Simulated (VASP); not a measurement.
# Sn (Fmmm) in VASP: single point with PBE

Aim: the single point of Sn with PBE.

Program: VASP 6.6.1. These are calculated values, not measurements. Logs are shortened: lines on timing, memory, paths and dates and some standing lists are left out, and cuts for length are marked.

### 1 The cell of the first run

Symmetry: Fmmm, No. 69, orthorhombic system. The conventional cell has a = 3.702 Å, b = 5.307 Å, c = 5.576 Å, α = 90.00°, β = 90.00°, γ = 90.00°. Sn (site symmetry mmm) has 14 Sn at 3.24 to 3.85 Å within 4.3 Å.

The cell was generated, and may not be a known phase.

### 2 Single point, PBE

Contents of INCAR:

```
SYSTEM = Sn
PREC     = Accurate       ! precision mode
ENCUT    = 520            ! plane-wave cutoff, eV
EDIFF    = 1E-6           ! SCF threshold, eV
ISMEAR   = 0              ! smearing method
SIGMA    = 0.1            ! smearing width, eV
LREAL    = .FALSE.        ! projectors in reciprocal space
LASPH    = .TRUE.         ! aspherical terms in the spheres
NELM     = 100            ! most SCF steps
ALGO     = Normal         ! electronic algorithm
ISIF     = 2              ! what is computed and relaxed
LWAVE    = .FALSE.        ! write WAVECAR
LCHARG   = .FALSE.        ! write CHGCAR
GGA      = PE             ! functional
NBANDS   = 21             ! bands
```

Contents of KPOINTS:

```
Automatic mesh
0
G
  6 6 4
  0 0 0
```

Contents of POSCAR:

```
Sn
1.0
    1.8508306398     -2.6532782571      0.0000000000
    1.8508306398      2.6532782571      0.0000000000
    0.0000000000      0.0000000000      5.5761450257
Sn
2
Direct
    0.2500000000      0.7500000000      0.7499943243
    0.7500000000      0.2500000000      0.2500056757
```

Potentials or basis: VASP PAW PBE potentials, release 64 (Sn_d).

Run with:

```sh
cat potpaw_PBE.64/Sn_d/POTCAR > POTCAR
mpirun -np 1 vasp_std > vasp.out
```

OUTCAR:

```text
SYSTEM = Sn
   PREC = Accurate
   ENCUT = 520
   EDIFF = 1E-6
   ISMEAR = 0
   LREAL = .FALSE.
   LASPH = .TRUE.
   NELM = 100
   ISIF = 2
   GGA = PE

 ion  position               nearest neighbor table
   1  0.250  0.750  0.750-   2 3.35   2 3.35   2 3.35   2 3.35
   2  0.750  0.250  0.250-   1 3.35   1 3.35   1 3.35   1 3.35

  LATTYP: Found a base centered orthorhombic cell.
 ALAT       =     3.7016612796
 B/A-ratio  =     1.4335608024
 C/A-ratio  =     1.5063898624

  Lattice vectors:

 A1 = (   1.8508306398,  -2.6532782571,   0.0000000000)
 A2 = (   1.8508306398,   2.6532782571,   0.0000000000)
 A3 = (   0.0000000000,   0.0000000000,   5.5761450257)

Analysis of symmetry for initial positions (statically):
=====================================================================
 Subroutine PRICEL returns:
 Original cell was already a primitive cell.

 Routine SETGRP: Setting up the symmetry group for a
 base centered orthorhombic supercell.

 Subroutine GETGRP returns: Found  8 space group operations
 (whereof  4 operations were pure point group operations)
 out of a pool of  8 trial point group operations.

The static configuration has the point symmetry C_2h.
 The point group associated with its full space group is D_2h.

Analysis of symmetry for dynamics (positions and initial velocities):
=====================================================================
 Subroutine PRICEL returns:
 Original cell was already a primitive cell.

 Routine SETGRP: Setting up the symmetry group for a
 base centered orthorhombic supercell.

 Subroutine GETGRP returns: Found  8 space group operations
 (whereof  4 operations were pure point group operations)
 out of a pool of  8 trial point group operations.

The dynamic configuration has the point symmetry C_2h.
 The point group associated with its full space group is D_2h.

 Subroutine INISYM returns: Found  8 space group operations
 (whereof  4 operations are pure point group operations),
 and found     1 'primitive' translations

----------------------------------------------------------------------------------------

                                     Primitive cell

  volume of cell :      54.7663

  direct lattice vectors                    reciprocal lattice vectors
     1.850830640 -2.653278257  0.000000000     0.270148975 -0.188446123  0.000000000
     1.850830640  2.653278257  0.000000000     0.270148975  0.188446123  0.000000000
     0.000000000  0.000000000  5.576145026     0.000000000  0.000000000  0.179335364

  length of vectors
     3.235036254  3.235036254  5.576145026     0.329381860  0.329381860  0.179335364

  position of ions in fractional coordinates (direct lattice)
     0.250000000  0.750000000  0.749994324
     0.750000000  0.250000000  0.250005676

  ion indices of the primitive-cell ions
   primitive index   ion index
                 1           1
                 2           2

----------------------------------------------------------------------------------------

 KPOINTS: Automatic mesh

Automatic generation of k-mesh.
 Grid dimensions read from file:
 generate k-points for:    6    6    4

 Generating k-lattice:

  Cartesian coordinates                     Fractional coordinates (reciprocal lattice)
     0.045024829 -0.031407687  0.000000000     0.166666667 -0.000000000  0.000000000
     0.045024829  0.031407687  0.000000000    -0.000000000  0.166666667  0.000000000
     0.000000000  0.000000000  0.044833841     0.000000000  0.000000000  0.250000000

  Length of vectors
     0.054896977  0.054896977  0.044833841

  Shift w.r.t. Gamma in fractional coordinates (k-lattice)
     0.000000000  0.000000000  0.000000000

 Subroutine IBZKPT returns following result:
 ===========================================

 Found     39 irreducible k-points:

 Following reciprocal coordinates:
            Coordinates               Weight
  0.000000  0.000000  0.000000      1.000000
  0.166667 -0.000000  0.000000      4.000000
  0.333333  0.000000  0.000000      4.000000
  0.500000 -0.000000  0.000000      2.000000
  0.166667  0.166667  0.000000      2.000000
  0.333333  0.166667  0.000000      4.000000
[... 16 lines left out ...]
  0.333333  0.333333  0.250000      4.000000
  0.500000  0.333333  0.250000      8.000000
 [... further k-points ...]
   k-points           NKPTS =     39   k-points in BZ     NKDIM =     39   number of bands    NBANDS=     21
   number of dos      NEDOS =    301   number of ions     NIONS =      2
   total plane-waves  NPLWV =  24192
   dimension x,y,z NGX =    24 NGY =   24 NGZ =   42
   dimension x,y,z NGXF=    48 NGYF=   48 NGZF=   84
   ions per type =               2
   NGX,Y,Z   is equivalent  to a cutoff of  12.33, 12.33, 12.52 a.u.
   NGXF,Y,Z  is equivalent  to a cutoff of  24.67, 24.67, 25.04 a.u.
 SYSTEM =  Sn
   PREC   = accura    normal or accurate (medium, high low for compatibility)
   ISTART =      0    job   : 0-new  1-cont  2-samecut
   ICHARG =      2    charge: 1-file 2-atom 10-const
   ISPIN  =      1    spin polarized calculation?
   LNONCOLLINEAR =      F non collinear calculations
   LSORBIT =      F    spin-orbit coupling
   LASPH  =      T    aspherical Exc in radial PAW
   ENCUT  =  520.0 eV  38.22 Ry    6.18 a.u.   6.02  6.02 10.37*2*pi/ulx,y,z
   NELM   =    100;   NELMIN=  2; NELMDL= -5     # of ELM steps
   EDIFF  = 0.1E-05   stopping-criterion for ELM
   LREAL  =      F    real-space projection
   EDIFFG = 0.1E-04   stopping-criterion for IOM
   NSW    =      0    number of steps for IOM
   IBRION =     -1    ionic relax: 0-MD 1-quasi-New 2-CG
   NFREE  =      0    steps in history (QN), initial steepest desc. (CG)
   ISIF   =      2    stress and relaxation
   ISYM   =      2    0-nonsym 1-usesym 2-fastsym
   POTIM  = 0.5000    time-step for ionic-motion
   TEBEG  =    0.0;   TEEND  =   0.0 temperature during run
   PSTRESS=    0.0 pullay stress
   NELECT =      28.0000    total number of electrons
   NUPDOWN=      -1.0000    fix difference up-down
   EMIN   =  10.00;   EMAX   =-10.00  energy-range for DOS
   EFERMI =   0.00;   METHOD = LEGACY
   ISMEAR =     0;   SIGMA  =   0.10  broadening in eV -4-tet -1-fermi 0-gaus
   EFERMI_NEDOS =   21; number of points for ismear=-14 and -15
   IALGO  =     38    algorithm
   IMIX   =      4    mixing-type and parameters
     AMIX     =   0.40;   BMIX     =  1.00
     AMIX_MAG =   1.60;   BMIX_MAG =  1.00
  volume/ion in A,a.u.               =      27.38       184.79
  Fermi-wavevector in a.u.,A,eV,Ry     =   1.309050  2.473746 23.315116  1.713613
  Thomas-Fermi vector in A             =   2.439675
   LORBIT       =      0    0 simple, 1 ext, 2 COOP (PROOUT), +10 PAW based schemes
   GGA     = PE    functional components
   LHFCALC =     F    Hartree Fock is set to
   AEXX    =    0.0000 exact exchange contribution
   IVDW    =     0    specifies the selected vdW correction
   LEPSILON=     F    determine dielectric tensor
   LRPA    =     F    only Hartree local field effects (RPA)
 non-spin polarized calculation
 Gauss-broadening in eV      SIGMA  =   0.10
  energy-cutoff  :      520.00
  volume of cell :       54.77
 maximum number of plane-waves:      1491
   NGX = 13   NGY = 13   NGZ = 21

 number of electron      28.0000010 magnetization

 Free energy of the ion-electron system (eV)
  ---------------------------------------------------
  ext. energy  EPLUGINS =         0.00000000
  ---------------------------------------------------
  free energy    TOTEN  =        -7.55224888 eV

  energy without entropy =       -7.54713219  energy(sigma->0) =       -7.54969053

 E-fermi :   7.9765     XC(G=0): -10.3340

 val. band max:        7.9409709414   @ k =   0.5000   0.3333   0.2500
 cond. band min:       8.0138587904   @ k =   0.5000   0.5000   0.0000
 fundamental gap:      0.0728878490
 Fermi energy:         7.9765224008

 k-point     1 :       0.0000    0.0000    0.0000
  band No.  band energies     occupation
      1     -13.6376      2.00000
      2     -13.6040      2.00000
      3     -13.5829      2.00000
      4     -13.5550      2.00000
      5     -13.5451      2.00000
      6     -13.4606      2.00000
[... 13 lines left out ...]
     20      16.8170      0.00000
     21      19.6737      0.00000

 k-point     2 :       0.1667   -0.0000    0.0000
  band No.  band energies     occupation
      1     -13.6163      2.00000
      2     -13.5989      2.00000
      3     -13.5438      2.00000
      4     -13.5437      2.00000
      5     -13.5309      2.00000
      6     -13.4586      2.00000
[... 13 lines left out ...]
     20      17.9503      0.00000
     21      18.5372      0.00000

 k-point     3 :       0.3333    0.0000    0.0000
  band No.  band energies     occupation
      1     -13.6083      2.00000
      2     -13.6069      2.00000
      3     -13.5410      2.00000
      4     -13.4894      2.00000
      5     -13.4801      2.00000
      6     -13.4570      2.00000
[... 13 lines left out ...]
     20      18.2346      0.00000
     21      19.2456      0.00000

 k-point     4 :       0.5000   -0.0000    0.0000
  band No.  band energies     occupation
      1     -13.6128      2.00000
      2     -13.6128      2.00000
      3     -13.5277      2.00000
      4     -13.5277      2.00000
      5     -13.4578      2.00000
      6     -13.4578      2.00000
[... 13 lines left out ...]
     20      18.2473      0.00000
     21      19.0567      0.00000

 k-point     5 :       0.1667    0.1667    0.0000
  band No.  band energies     occupation
      1     -13.5850      2.00000
      2     -13.5605      2.00000
      3     -13.5292      2.00000
      4     -13.5230      2.00000
      5     -13.5184      2.00000
      6     -13.4690      2.00000
[... 13 lines left out ...]
     20      18.9252      0.00000
     21      20.5122      0.00000
[... 382 lines left out ...]
     20      16.5557      0.00000
     21      18.0720      0.00000

 k-point    22 :      -0.1667    0.1667    0.2500
  band No.  band energies     occupation
      1     -13.5675      2.00000
      2     -13.5481      2.00000
      3     -13.5478      2.00000
      4     -13.5315      2.00000
      5     -13.5305      2.00000
      6     -13.4799      2.00000
[... 13 lines left out ...]
     20      16.3659      0.00000
     21      19.6948      0.00000

 k-point    23 :       0.3333    0.3333    0.2500
  band No.  band energies     occupation
      1     -13.5702      2.00000
      2     -13.5376      2.00000
      3     -13.5189      2.00000
      4     -13.5018      2.00000
      5     -13.4985      2.00000
      6     -13.4762      2.00000
[... 13 lines left out ...]
     20      18.4341      0.00000
     21      19.3401      0.00000

 k-point    24 :       0.5000    0.3333    0.2500
  band No.  band energies     occupation
      1     -13.5683      2.00000
      2     -13.5674      2.00000
      3     -13.5512      2.00000
      4     -13.5386      2.00000
      5     -13.4730      2.00000
      6     -13.4591      2.00000
[... 13 lines left out ...]
     20      15.0931      0.00000
     21      17.1842      0.00000

 [... further k-points ...]

------------------------ aborting loop because EDIFF is reached ----------------------------------------

  FORCE on cell =-STRESS in cart. coord.  units (eV):
  Direction    XX          YY          ZZ          XY          YZ          ZX
  --------------------------------------------------------------------------------------
  -------------------------------------------------------------------------------------
  Total       -0.0209160     -0.0032707     -0.0366458      0.0000000     -0.0000000      0.0000000
  in kB       -0.6118937     -0.0956827     -1.0720643      0.0000000     -0.0000000      0.0000000
  external PRESSURE =      -0.5932136 kB  Pullay stress =       0.0000000 kB

 VOLUME and BASIS-vectors are now :
 -----------------------------------------------------------------------------
  energy-cutoff  :      520.00
  volume of cell :       54.77
      direct lattice vectors                 reciprocal lattice vectors
     1.850830640 -2.653278257  0.000000000     0.270148975 -0.188446123  0.000000000
     1.850830640  2.653278257  0.000000000     0.270148975  0.188446123  0.000000000
     0.000000000  0.000000000  5.576145026     0.000000000  0.000000000  0.179335364

 POSITION                                       TOTAL-FORCE (eV/Angst)
 -----------------------------------------------------------------------------------
      1.85083      1.32664      4.18208         0.000000     -0.000000      0.000216
      1.85083     -1.32664      1.39407        -0.000000      0.000000     -0.000216
 -----------------------------------------------------------------------------------
    total drift:                               -0.000000     -0.000000      0.000000

  FREE ENERGIE OF THE ION-ELECTRON SYSTEM (eV)
  ---------------------------------------------------
  free  energy   TOTEN  =        -7.5522488755 eV

  energy  without entropy=       -7.5471321939  energy(sigma->0) =       -7.54969053
```

It took 15 s on 1 thread of Intel Xeon Platinum 8488C (Sapphire Rapids), shared host; peak memory 0.18 GiB.

Results:

```yaml
Free_energy: -7.5522 eV
Pressure: -0.1 GPa
Band_gap_on_the_k_mesh: zero (bands 14 and 15 overlap by 6.27 eV)
```

Levels at points of the mesh, in eV from the Fermi level:
```csv
k point,band 12,band 13,band 14,band 15,band 16,band 17
"(0.00, 0.00, 0.00)",-6.94,-4.51,4.30,6.04,7.21,8.10
"(0.50, 0.00, 0.00)",-6.88,-2.14,-2.14,-0.12,-0.12,4.75
"(0.50, 0.50, 0.00)",-4.34,-2.52,-0.92,-0.42,0.04,3.56
"(0.00, 0.00, 0.50)",-9.77,0.78,0.78,5.70,5.70,7.03
"(0.50, 0.00, 0.50)",-6.30,-4.33,-4.33,3.36,3.36,5.35
"(0.50, 0.50, 0.50)",-5.04,-3.10,-3.10,1.34,1.34,2.84
```

Caveat: spin-orbit coupling is left out, which moves the levels of the heavy elements.

The gap in the log of VASP goes by the Fermi energy; the results here count the filled bands.